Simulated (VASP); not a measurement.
Nb, 1 atom in the cell. Symmetry: Im-3m, No. 229, cubic system. The conventional cell has a = 3.272 Å, b = 3.272 Å, c = 3.272 Å, α = 90.00°, β = 90.00°, γ = 90.00°. Within 3.7 Å of Nb (site symmetry m-3m) lie 14 Nb at 2.83 to 3.27 Å. 

| Quantity | Value |
| --- | --- |
| Program | VASP 6.6.1 |
| Task | single point |
| Functional | PBEsol |
| Potentials or basis | VASP PAW PBE potentials, release 64 (Nb_sv) |
| Cutoff | 520 eV |
| k mesh | 18 × 18 × 18 |
| Occupations | gaussian, width 0.1 eV |
| Spin | no spin polarisation |
| Dipole correction | no |
| Further INCAR settings | ALGO = Normal; EDIFF = 1e-06; NBANDS = 12 |

Potentials or basis: VASP PAW PBE potentials, release 64 (Nb_sv).

Run with:

```sh
$ cat potpaw_PBE.64/Nb_sv/POTCAR > POTCAR
$ mpirun -np 1 vasp_std > vasp.out
```

Hardware: 1 thread of Intel(R) Xeon(R) 6975P-C (Granite Rapids), on a shared host.

Estimate the wall time of this run.

It took 16 s on 1 thread of Intel(R) Xeon(R) 6975P-C (Granite Rapids) (shared host), peak memory 0.16 GiB. Counts: scf iterations 12, k points 195.
